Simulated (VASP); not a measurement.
Write the native input for VASP 6.6.1 that does the following.

* Task: single point
* Functional: PBE
* Potentials or basis: VASP PAW PBE potentials, release 64 (Si)
* Cutoff: 520 eV
* k mesh: 15 × 15 × 15
* Occupations: fermi-dirac, width 0.05 eV
* Spin: no spin polarisation
* Dipole correction: no
* Further INCAR settings: ALGO = Normal; EDIFF = 1e-07; NBANDS = 11

The structure of Si lies in POSCAR:

```
Si
1.0
    0.0000000000      2.1473242006      2.1473242006
    2.1473242006      0.0000000000      2.1473242006
    2.1473242006      2.1473242006      0.0000000000
Si
2
Direct
   -0.1250000000     -0.1250000000     -0.1250000000
    0.1250000000      0.1250000000      0.1250000000
```

These files were run (other wordings do the same):

INCAR

```
SYSTEM = Si
PREC = Accurate
ENCUT = 520
EDIFF = 1E-7
ISMEAR = -1
SIGMA = 0.05
LREAL = .False.
LASPH = .True.
NELM = 60
ALGO = Normal
ISIF = 2
LWAVE = .False.
LCHARG = .False.
GGA = PE
NBANDS = 11
```

KPOINTS

```
regular mesh
0
Gamma
  15 15 15
  0 0 0
```

Potentials or basis: VASP PAW PBE potentials, release 64 (Si).

Launch:

```console
$ cat potpaw_PBE.64/Si/POTCAR > POTCAR
$ mpirun -np 1 vasp_std > vasp.out
```

Results of the run:

The pressure is 260.0 GPa and the band gap on the k mesh is zero (band 4 reaches 15.65 eV, above the bottom of band 5 at 14.05 eV).

It took 53 s on 1 thread of AMD EPYC 7R13, with other jobs on the host, peak memory 0.11 GiB.
